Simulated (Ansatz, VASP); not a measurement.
**Two plane-wave programs on Ti**

INCAR

```
PREC = Accurate
ENCUT = 600
EDIFF = 1E-6
ISMEAR = 1
SIGMA = 0.1
LREAL = False
LASPH = True
NELM = 100
ALGO = Normal
ISIF = 3
LWAVE = False
LCHARG = False
GGA = PE
IVDW = 13
IBRION = 2
NSW = 80
EDIFFG = -0.01
```

KPOINTS

```
Automatic mesh
0
Gamma
  13 13 7
```

POSCAR

```
Ti
1.0
    2.9500000000      0.0000000000      0.0000000000
   -1.4750000000      2.5547750000      0.0000000000
    0.0000000000      0.0000000000      4.6800000000
Ti
2
Direct
    0.3333333333      0.6666666667      0.2500000000
    0.6666666667      0.3333333333      0.7500000000
```

Input for Ansatz:

```yaml
crystal:
  lattice:
    - [2.95, 0.0, 0.0]
    - [-1.475, 2.554775, 0.0]
    - [0.0, 0.0, 4.68]
  atoms:
    - { symbol: Ti, position: [0.3333333333333333, 0.6666666666666666, 0.25] }
    - { symbol: Ti, position: [0.6666666666666666, 0.3333333333333333, 0.75] }
kpoints:
  mp_grid:
    grid: [13, 13, 7]
hamiltonian:
  xc: pbe
  dispersion: d4
scf:
  occupations:
    method: cold
    width: 0.1
relax:
  cell: {}
```

Alike in both runs: task relaxation of cell and atoms; functional PBE; dispersion D4; k mesh 13 × 13 × 7; no spin polarisation.

|  | VASP | Ansatz |
| --- | --- | --- |
| version | VASP 6.6.1 | Ansatz 0.2.0 |
| potentials or method | VASP PAW PBE potentials, release 64 (Ti_sv) | plane waves, PAW |
| plane-wave cutoff (eV) | 600 | 420 |
| occupations | methfessel-paxton of order 1, width 0.1 eV | cold, width 0.1 eV |
| valence electrons in the cell | 24 | 24 |

|  | VASP | Ansatz | Ansatz less VASP |
| --- | --- | --- | --- |
| relaxed volume (Å³/atom) | 17.06 | 17.10 | +0.040 |
| relaxed cell length with the largest relative difference (Å) | 4.626 | 4.630 | +0.0039 |
